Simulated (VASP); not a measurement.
Runs of VASP 6.6.1 on Ag. The structure is that of space group I4/mmm (No. 139), or close to it. The cells are those of the table. 

```csv
cell,gap on the mesh (eV),pressure (GPa)
"a = 2.681, b = 2.681, c = 2.456 Å, angles 62.7, 62.7, 54.5°, 1 atom",none,86.2
"a = 2.732, b = 2.732, c = 2.564 Å, angles 62.0, 62.0, 56.0°, 1 atom",none,47.4
"a = 3.114, b = 3.114, c = 3.323 Å, angles 57.8, 57.8, 64.5°, 1 atom",none,(a)
"a = 3.056, b = 3.056, c = 3.214 Å, angles 58.3, 58.3, 63.5°, 1 atom",none,(b)
"a = 3.000, b = 3.000, c = 3.106 Å, angles 58.8, 58.8, 62.4°, 1 atom",none,-12.3
"a = 3.085, b = 3.085, c = 3.268 Å, angles 58.0, 58.0, 64.0°, 1 atom",none,-14.5
```

Alike in all rows: task single point; level PBEsol; potentials or basis VASP PAW PBE potentials, release 64 (Ag); no spin polarisation; k mesh 20 × 20 × 20; cutoff (eV) 520; smearing gaussian 0.15 eV.

Fill in the values left out.

(a) -14.8; (b) -14.0.

Caveats: the PAW data sets were made with another functional, which shifts forces and pressure a little.

A k mesh can miss the band edges, and the runs leave out spin-orbit coupling on Ag.

A gap of «none» marks levels without a gap at the run's occupations.
